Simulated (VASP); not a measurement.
# CrGe4Mo (P4/mmm) in VASP: further runs, part 2 of 2

VASP 6.6.1. Earlier steps stand in the parts before.

## 3. Single point, PBE (volume scaled by 0.97, then relaxed in part)

Input file INCAR:

```
ALGO = Normal
EDIFF = 1E-6
ENCUT = 520
GGA = PE
ISIF = 2
ISMEAR = 0
LASPH = True
LCHARG = False
LREAL = False
LWAVE = False
NBANDS = 50
NELM = 80
PREC = Accurate
SIGMA = 0.1
```

Input file KPOINTS:

```
k-points
0
Gamma
  12 12 6
```

Input file POSCAR:

```
CrGe4Mo
1.0
    3.2570466514      0.0000000000      0.0000000000
    0.0000000000      3.2570466514      0.0000000000
    0.0000000000      0.0000000000      8.0872878300
Cr Ge Mo
1 4 1
Direct
    0.0000000000      0.0000000000      0.0000000000
    0.0000000000      0.0000000000      0.6670204373
    0.5000000000      0.5000000000      0.1564586005
    0.0000000000      0.0000000000      0.3329795627
    0.5000000000      0.5000000000      0.8435413995
    0.5000000000      0.5000000000      0.5000000000
```

Potentials or basis: VASP PAW PBE potentials, release 64 (Cr_pv, Ge_d, Mo_sv).

Command:

```console
$ cat potpaw_PBE.64/Cr_pv/POTCAR potpaw_PBE.64/Ge_d/POTCAR potpaw_PBE.64/Mo_sv/POTCAR > POTCAR
$ mpirun -np 1 vasp_std > vasp.out
```

OUTCAR:

```text
EDIFF = 1E-6
   ENCUT = 520
   GGA = PE
   ISIF = 2
   ISMEAR = 0
   LASPH = True
   LREAL = False
   NELM = 80
   PREC = Accurate

 ion  position               nearest neighbor table
   1  0.000  0.000  0.000-   3 2.63   5 2.63   3 2.63   5 2.63   3 2.63   5 2.63   3 2.63   5 2.63
                             4 2.69   2 2.69
   2  0.000  0.000  0.667-   6 2.67   6 2.67   6 2.67   6 2.67   1 2.69   4 2.70   5 2.71   5 2.71
                             5 2.71   5 2.71
   3  0.500  0.500  0.156-   5 2.53   1 2.63   1 2.63   1 2.63   1 2.63   4 2.71   4 2.71   4 2.71
                             4 2.71   6 2.78
   4  0.000  0.000  0.333-   6 2.67   6 2.67   6 2.67   6 2.67   1 2.69   2 2.70   3 2.71   3 2.71
                             3 2.71   3 2.71
   5  0.500  0.500  0.844-   3 2.53   1 2.63   1 2.63   1 2.63   1 2.63   2 2.71   2 2.71   2 2.71
                             2 2.71   6 2.78
   6  0.500  0.500  0.500-   2 2.67   4 2.67   2 2.67   4 2.67   2 2.67   4 2.67   2 2.67   4 2.67
                             3 2.78   5 2.78

  LATTYP: Found a simple tetragonal cell.
 ALAT       =     3.2570466514
 C/A-ratio  =     2.4830125864

  Lattice vectors:

 A1 = (   3.2570466514,   0.0000000000,   0.0000000000)
 A2 = (   0.0000000000,   3.2570466514,   0.0000000000)
 A3 = (   0.0000000000,   0.0000000000,   8.0872878300)

Analysis of symmetry for initial positions (statically):
=====================================================================
 Subroutine PRICEL returns:
 Original cell was already a primitive cell.

 Routine SETGRP: Setting up the symmetry group for a
 simple tetragonal supercell.

 Subroutine GETGRP returns: Found 16 space group operations
 (whereof 16 operations were pure point group operations)
 out of a pool of 16 trial point group operations.

The static configuration has the point symmetry D_4h.

Analysis of symmetry for dynamics (positions and initial velocities):
=====================================================================
 Subroutine PRICEL returns:
 Original cell was already a primitive cell.

 Routine SETGRP: Setting up the symmetry group for a
 simple tetragonal supercell.

 Subroutine GETGRP returns: Found 16 space group operations
 (whereof 16 operations were pure point group operations)
 out of a pool of 16 trial point group operations.

The dynamic configuration has the point symmetry D_4h.

 Subroutine INISYM returns: Found 16 space group operations
 (whereof 16 operations are pure point group operations),
 and found     1 'primitive' translations

----------------------------------------------------------------------------------------

                                     Primitive cell

  volume of cell :      85.7928

  direct lattice vectors                    reciprocal lattice vectors
     3.257046651  0.000000000  0.000000000     0.307026612  0.000000000  0.000000000
     0.000000000  3.257046651  0.000000000     0.000000000  0.307026612  0.000000000
     0.000000000  0.000000000  8.087287830     0.000000000  0.000000000  0.123650848

  length of vectors
     3.257046651  3.257046651  8.087287830     0.307026612  0.307026612  0.123650848

  position of ions in fractional coordinates (direct lattice)
     0.000000000  0.000000000  0.000000000
     0.000000000  0.000000000  0.667020437
     0.500000000  0.500000000  0.156458601
     0.000000000  0.000000000  0.332979563
[... 35 lines left out ...]

 Found    112 irreducible k-points:

 Following reciprocal coordinates:
            Coordinates               Weight
  0.000000  0.000000  0.000000      1.000000
  0.083333  0.000000  0.000000      4.000000
  0.166667  0.000000  0.000000      4.000000
  0.250000  0.000000  0.000000      4.000000
  0.333333  0.000000  0.000000      4.000000
  0.416667  0.000000  0.000000      4.000000
[... 16 lines left out ...]
  0.333333  0.333333  0.000000      4.000000
  0.416667  0.333333  0.000000      8.000000
 [... further k-points ...]
   k-points           NKPTS =    112   k-points in BZ     NKDIM =    112   number of bands    NBANDS=     50
   number of dos      NEDOS =    301   number of ions     NIONS =      6
   total plane-waves  NPLWV =  34560
   dimension x,y,z NGX =    24 NGY =   24 NGZ =   60
   dimension x,y,z NGXF=    48 NGYF=   48 NGZF=  120
   ions per type =               1   4   1
   NGX,Y,Z   is equivalent  to a cutoff of  12.25, 12.25, 12.33 a.u.
   NGXF,Y,Z  is equivalent  to a cutoff of  24.50, 24.50, 24.67 a.u.
 SYSTEM =  unknown system
   PREC   = accura    normal or accurate (medium, high low for compatibility)
   ISTART =      0    job   : 0-new  1-cont  2-samecut
   ICHARG =      2    charge: 1-file 2-atom 10-const
   ISPIN  =      1    spin polarized calculation?
   LNONCOLLINEAR =      F non collinear calculations
   LSORBIT =      F    spin-orbit coupling
   LASPH  =      T    aspherical Exc in radial PAW
   ENCUT  =  520.0 eV  38.22 Ry    6.18 a.u.   6.06  6.06 15.04*2*pi/ulx,y,z
   NELM   =     80;   NELMIN=  2; NELMDL= -5     # of ELM steps
   EDIFF  = 0.1E-05   stopping-criterion for ELM
   LREAL  =      F    real-space projection
   EDIFFG = 0.1E-04   stopping-criterion for IOM
   NSW    =      0    number of steps for IOM
   IBRION =     -1    ionic relax: 0-MD 1-quasi-New 2-CG
   NFREE  =      0    steps in history (QN), initial steepest desc. (CG)
   ISIF   =      2    stress and relaxation
   ISYM   =      2    0-nonsym 1-usesym 2-fastsym
   POTIM  = 0.5000    time-step for ionic-motion
   TEBEG  =    0.0;   TEEND  =   0.0 temperature during run
   PSTRESS=    0.0 pullay stress
   NELECT =      82.0000    total number of electrons
   NUPDOWN=      -1.0000    fix difference up-down
   EMIN   =  10.00;   EMAX   =-10.00  energy-range for DOS
   EFERMI =   0.00;   METHOD = LEGACY
   ISMEAR =     0;   SIGMA  =   0.10  broadening in eV -4-tet -1-fermi 0-gaus
   EFERMI_NEDOS =   21; number of points for ismear=-14 and -15
   IALGO  =     38    algorithm
   IMIX   =      4    mixing-type and parameters
     AMIX     =   0.40;   BMIX     =  1.00
     AMIX_MAG =   1.60;   BMIX_MAG =  1.00
  volume/ion in A,a.u.               =      14.30        96.49
  Fermi-wavevector in a.u.,A,eV,Ry     =   1.612609  3.047390 35.382070  2.600509
  Thomas-Fermi vector in A             =   2.707812
   LORBIT       =      0    0 simple, 1 ext, 2 COOP (PROOUT), +10 PAW based schemes
   GGA     = PE    functional components
   LHFCALC =     F    Hartree Fock is set to
   AEXX    =    0.0000 exact exchange contribution
   IVDW    =     0    specifies the selected vdW correction
   LEPSILON=     F    determine dielectric tensor
   LRPA    =     F    only Hartree local field effects (RPA)
 non-spin polarized calculation
 Gauss-broadening in eV      SIGMA  =   0.10
  energy-cutoff  :      520.00
  volume of cell :       85.79
 maximum number of plane-waves:      2344
   NGX = 13   NGY = 13   NGZ = 31

 number of electron      81.9999885 magnetization

 Free energy of the ion-electron system (eV)
  ---------------------------------------------------
  ext. energy  EPLUGINS =         0.00000000
  ---------------------------------------------------
  free energy    TOTEN  =       -38.65608686 eV

  energy without entropy =      -38.65139597  energy(sigma->0) =      -38.65374141

 E-fermi :  10.2962     XC(G=0): -12.9019

 val. band max:       10.2584795458   @ k =   0.1667   0.0833   0.0000
 cond. band min:      10.3047122214   @ k =   0.0833   0.0000   0.0000
 fundamental gap:      0.0462326756
 Fermi energy:        10.2961642152

 k-point     1 :       0.0000    0.0000    0.0000
  band No.  band energies     occupation
      1     -50.4942      2.00000
      2     -32.6589      2.00000
      3     -32.6589      2.00000
      4     -32.5513      2.00000
      5     -24.6628      2.00000
      6     -24.5593      2.00000
[... 1261 lines left out ...]
     49      13.8381      0.00000
     50      14.6307      0.00000

 [... further k-points ...]
[... 5 lines left out ...]
  --------------------------------------------------------------------------------------
  -------------------------------------------------------------------------------------
  Total        2.8343788      2.8343788      2.8636026      0.0000000     -0.0000000      0.0000000
  in kB       52.9319159     52.9319159     53.4776693      0.0000000     -0.0000000      0.0000000
  external PRESSURE =      53.1138337 kB  Pullay stress =       0.0000000 kB

 VOLUME and BASIS-vectors are now :
 -----------------------------------------------------------------------------
  energy-cutoff  :      520.00
  volume of cell :       85.79
      direct lattice vectors                 reciprocal lattice vectors
     3.257046651  0.000000000  0.000000000     0.307026612  0.000000000  0.000000000
     0.000000000  3.257046651  0.000000000     0.000000000  0.307026612  0.000000000
     0.000000000  0.000000000  8.087287830     0.000000000  0.000000000  0.123650848

 POSITION                                       TOTAL-FORCE (eV/Angst)
 -----------------------------------------------------------------------------------
      0.00000      0.00000      0.00000        -0.000000      0.000000     -0.000000
      0.00000      0.00000      5.39439         0.000000      0.000000      0.011618
      1.62852      1.62852      1.26533        -0.000000      0.000000     -0.008577
      0.00000      0.00000      2.69290        -0.000000      0.000000     -0.011618
      1.62852      1.62852      6.82196        -0.000000     -0.000000      0.008577
      1.62852      1.62852      4.04364        -0.000000      0.000000     -0.000000
 -----------------------------------------------------------------------------------
    total drift:                                0.000000     -0.000000      0.000000

  FREE ENERGIE OF THE ION-ELECTRON SYSTEM (eV)
  ---------------------------------------------------
  free  energy   TOTEN  =       -38.6560868574 eV

  energy  without entropy=      -38.6513959696  energy(sigma->0) =      -38.65374141
```

Wall time 5 min (1 thread of AMD EPYC 9R45 (Zen 5), shared host); peak memory 0.45 GiB.

What came out:

```yaml
Free_energy: -38.6561 eV
Pressure: 5.3 GPa
Largest_force: 0.012 eV/Å
Band_gap_on_the_k_mesh: zero (band 41 reaches 10.88 eV, above the bottom of band 42 at 10.08 eV)
```

Forces in eV/Å, atoms in the order of the input:
```
Cr   0.000  0.000  0.000
Ge   0.000  0.000  0.012
Ge   0.000  0.000 -0.009
Ge   0.000  0.000 -0.012
Ge   0.000  0.000  0.009
Mo   0.000  0.000  0.000
```

 Spin polarisation is off, so any magnetic state and its effect on volume and gap are missing.

## 4. Single point, PBE (volume scaled by 1.10, then relaxed in part)

Input file INCAR:

```
SYSTEM = CrGe4Mo
  PREC = Accurate
  ENCUT = 520
  EDIFF = 1E-6
  ISMEAR = 0
  SIGMA = 0.1
  LREAL = .FALSE.
  LASPH = .TRUE.
  NELM = 80
  ALGO = Normal
  ISIF = 2
  LWAVE = .FALSE.
  LCHARG = .FALSE.
  GGA = PE
  NBANDS = 50
```

Input file KPOINTS:

```
Automatic mesh
0
G
  12 12 6
  0 0 0
```

Input file POSCAR:

```
CrGe4Mo
1.0
    3.3929879719      0.0000000000      0.0000000000
    0.0000000000      3.3929879719      0.0000000000
    0.0000000000      0.0000000000      8.4509818514
Cr Ge Mo
1 4 1
Direct
    0.0000000000      0.0000000000      0.0000000000
    0.0000000000      0.0000000000      0.6628252307
    0.5000000000      0.5000000000      0.1553592887
    0.0000000000      0.0000000000      0.3371747693
    0.5000000000      0.5000000000      0.8446407113
    0.5000000000      0.5000000000      0.5000000000
```

Potentials or basis: VASP PAW PBE potentials, release 64 (Cr_pv, Ge_d, Mo_sv).

Command:

```console
$ cat potpaw_PBE.64/Cr_pv/POTCAR potpaw_PBE.64/Ge_d/POTCAR potpaw_PBE.64/Mo_sv/POTCAR > POTCAR
$ mpirun -np 1 vasp_std > vasp.out
```

OUTCAR:

```text
SYSTEM = CrGe4Mo
   PREC = Accurate
   ENCUT = 520
   EDIFF = 1E-6
   ISMEAR = 0
   LREAL = .FALSE.
   LASPH = .TRUE.
   NELM = 80
   ISIF = 2
   GGA = PE

 ion  position               nearest neighbor table
   1  0.000  0.000  0.000-   3 2.73   5 2.73   3 2.73   5 2.73   3 2.73   5 2.73   3 2.73   5 2.73
                             4 2.85   2 2.85
   2  0.000  0.000  0.663-   4 2.75   6 2.77   6 2.77   6 2.77   6 2.77   5 2.85   5 2.85   5 2.85
                             5 2.85   1 2.85
   3  0.500  0.500  0.155-   5 2.63   1 2.73   1 2.73   1 2.73   1 2.73   4 2.85   4 2.85   4 2.85
                             4 2.85   6 2.91
   4  0.000  0.000  0.337-   2 2.75   6 2.77   6 2.77   6 2.77   6 2.77   3 2.85   3 2.85   3 2.85
                             3 2.85   1 2.85
[... 1485 lines left out ...]
  Total       -6.8136332     -6.8136332     -6.8426487      0.0000000     -0.0000000      0.0000000
  in kB     -112.2063724   -112.2063724   -112.6841976      0.0000000     -0.0000000      0.0000000
  external PRESSURE =    -112.3656474 kB  Pullay stress =       0.0000000 kB

 VOLUME and BASIS-vectors are now :
 -----------------------------------------------------------------------------
  energy-cutoff  :      520.00
  volume of cell :       97.29
      direct lattice vectors                 reciprocal lattice vectors
     3.392987972  0.000000000  0.000000000     0.294725477  0.000000000  0.000000000
     0.000000000  3.392987972  0.000000000     0.000000000  0.294725477  0.000000000
     0.000000000  0.000000000  8.450981851     0.000000000  0.000000000  0.118329446

 POSITION                                       TOTAL-FORCE (eV/Angst)
 -----------------------------------------------------------------------------------
      0.00000      0.00000      0.00000        -0.000000      0.000000     -0.000000
      0.00000      0.00000      5.60152         0.000000     -0.000000      0.008486
      1.69649      1.69649      1.31294        -0.000000     -0.000000     -0.003813
      0.00000      0.00000      2.84946        -0.000000     -0.000000     -0.008486
      1.69649      1.69649      7.13804        -0.000000      0.000000      0.003813
      1.69649      1.69649      4.22549        -0.000000      0.000000     -0.000000
 -----------------------------------------------------------------------------------
    total drift:                                0.000000      0.000000      0.000000

  FREE ENERGIE OF THE ION-ELECTRON SYSTEM (eV)
  ---------------------------------------------------
  free  energy   TOTEN  =       -38.3673229720 eV

  energy  without entropy=      -38.3586841970  energy(sigma->0) =      -38.36300358
```

OSZICAR:

```text
N       E                     dE             d eps       ncg     rms          rms(c)
DAV:   1     0.104742604897E+04    0.10474E+04   -0.38540E+04 14364   0.441E+03
DAV:   2     0.148486931047E+03   -0.89894E+03   -0.86623E+03 11208   0.102E+03
DAV:   3    -0.268241217101E+02   -0.17531E+03   -0.16844E+03 11514   0.273E+02
DAV:   4    -0.416365977393E+02   -0.14812E+02   -0.14237E+02 13852   0.793E+01
[... 10 lines left out ...]
DAV:  15    -0.383673422762E+02    0.73728E-04   -0.10514E-04 13594   0.589E-02    0.119E-01
DAV:  16    -0.383673356661E+02    0.66101E-05   -0.10355E-05 13946   0.720E-02    0.785E-02
DAV:  17    -0.383673246623E+02    0.11004E-04   -0.13497E-05 11642   0.232E-02    0.237E-02
DAV:  18    -0.383673234102E+02    0.12521E-05   -0.16774E-06  7948   0.119E-02    0.148E-02
DAV:  19    -0.383673229720E+02    0.43821E-06   -0.15719E-06  6610   0.850E-03
   1 F= -.38367323E+02 E0= -.38363004E+02  d E =-.863877E-02
```

Wall time 19 min (1 thread of Oxide Virtual Turin-like, shared host); peak memory 0.52 GiB.

What came out:

| Property | Result |
| --- | --- |
| Free energy | -38.3673 eV |
| Pressure | -11.2 GPa |
| Largest force | 0.008 eV/Å |
| Band gap on the k mesh | zero (band 41 reaches 9.07 eV, above the bottom of band 42 at 8.41 eV) |

Forces in eV/Å, atoms in the order of the input:
```
Cr   0.000  0.000  0.000
Ge   0.000  0.000  0.008
Ge   0.000  0.000 -0.004
Ge   0.000  0.000 -0.008
Ge   0.000  0.000  0.004
Mo   0.000  0.000  0.000
```

 Spin polarisation is off, so any magnetic state and its effect on volume and gap are missing.

## 5. The runs side by side

| cell | gap on the mesh (eV) | pressure (GPa) | largest force (eV/Å) |
| --- | --- | --- | --- |
| a = 3.223, b = 3.223, c = 8.006 Å, 6 atoms | none | 11.2 | 0.01 |
| a = 3.257, b = 3.257, c = 8.087 Å, 6 atoms | none | 5.3 | 0.01 |
| a = 3.393, b = 3.393, c = 8.451 Å, 6 atoms | none | -11.2 | 0.01 |

Alike in all rows: task single point; level PBE; potentials or basis VASP PAW PBE potentials, release 64 (Cr_pv, Ge_d, Mo_sv); no spin polarisation; k mesh 12 × 12 × 6; cutoff (eV) 520; smearing gaussian 0.1 eV.

Absolute energies hang on the potentials; compare differences alone.
